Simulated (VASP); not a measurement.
Wanted: the native input for a VASP 6.6.1 run.

```
Task                   : single point
Functional             : PBEsol
Potentials or basis    : VASP PAW PBE potentials, release 64 (O, Sr_sv)
Cutoff                 : 520 eV
k mesh                 : 6 × 6 × 1
Occupations            : fermi-dirac, width 0.05 eV
Spin                   : no spin polarisation
Dipole correction      : no
Further INCAR settings : ALGO = Normal; EDIFF = 1e-07; NBANDS = 60
```

The structure of SrO lies in POSCAR:

```
SrO
1.0
    2.5613730000      2.5613730000      0.0000000000
   -2.5613730000      2.5613730000      0.0000000000
    0.0000000000      0.0000000000     25.8068660000
O Sr
6 6
Direct
    0.5018120000      0.4997010000      0.2557020000
    0.5016700000      0.5003620000      0.4510360000
    0.5015410000      0.5010380000      0.6499520000
    0.0017280000      0.0001140000      0.3500090000
    0.0014670000      0.0011410000      0.5489180000
    0.0017920000      0.0012320000      0.7442450000
    0.0015810000      0.9998610000      0.2533330000
    0.0013200000      0.0007430000      0.4503510000
    0.0015050000      0.0011990000      0.6487800000
    0.5016150000      0.5000880000      0.3511760000
    0.5011410000      0.5011300000      0.5496010000
    0.5017750000      0.5012240000      0.7466160000
```

One way to write it, as run:

INCAR

```
SYSTEM = SrO
  PREC = Accurate
  ENCUT = 520
  EDIFF = 1E-7
  ISMEAR = -1
  SIGMA = 0.05
  LREAL = .False.
  LASPH = .True.
  NELM = 100
  ALGO = Normal
  ISIF = 2
  LWAVE = .False.
  LCHARG = .False.
  GGA = PS
  NBANDS = 60
```

KPOINTS

```
Automatic mesh
0
Gamma
  6 6 1
  0 0 0
```

Potentials or basis: VASP PAW PBE potentials, release 64 (O, Sr_sv).

Launch:

```sh
$ cat potpaw_PBE.64/O/POTCAR potpaw_PBE.64/Sr_sv/POTCAR > POTCAR
$ mpirun -np 1 vasp_std > vasp.out
```

It gave:

- Largest force: 0.057 eV/Å
- Band gap on the k mesh: 2.60 eV, direct

Caveat: the PAW data sets were made with another functional, which shifts forces and pressure a little.

Run time: 9.2 min on 1 thread of Intel(R) Xeon(R) 6975P-C (Granite Rapids) (shared host), peak memory 0.53 GiB.
